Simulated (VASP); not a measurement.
**CaO: single point with PBE**

CaO:

```
CELL_PARAMETERS angstrom
0.00000 2.39755 2.39755
2.39755 0.00000 2.39755
2.39755 2.39755 0.00000
ATOMIC_POSITIONS crystal
Ca 0.00000 0.00000 0.00000
O 0.50000 0.50000 0.50000
```

| Item | Value |
| --- | --- |
| Program | VASP 6.6.1 |
| Task | single point |
| Functional | PBE |
| Potentials or basis | VASP PAW PBE potentials, release 64 (Ca_sv, O) |
| Cutoff | 520 eV |
| k mesh | 6 × 6 × 6 |
| Occupations | gaussian, width 0.01 eV |
| Spin | no spin polarisation |
| Dipole correction | no |
| Further INCAR settings | ALGO = Normal; EDIFF = 1e-06; NBANDS = 15 |

```yaml
Pressure: 3.1 GPa
Band_gap_on_the_k_mesh: 3.63 eV, indirect (least direct gap 4.01 eV)
```

Levels at points of the mesh, in eV from the valence-band top:
```csv
k point,band 6,band 7,band 8,band 9,band 10,band 11
"(0.00, 0.00, 0.00)",0.00,0.00,0.00,4.77,6.24,6.24
"(0.50, 0.00, 0.00)",-2.66,-1.22,-1.22,7.08,8.39,8.39
"(0.50, 0.50, 0.00)",-1.30,-0.37,-0.37,3.63,8.10,8.93
```

It took 9.3 s on 1 thread of AMD EPYC 7R43 64-Core Processor (Zen 3) (shared host), peak memory 0.12 GiB.

A k mesh can miss the band edges.
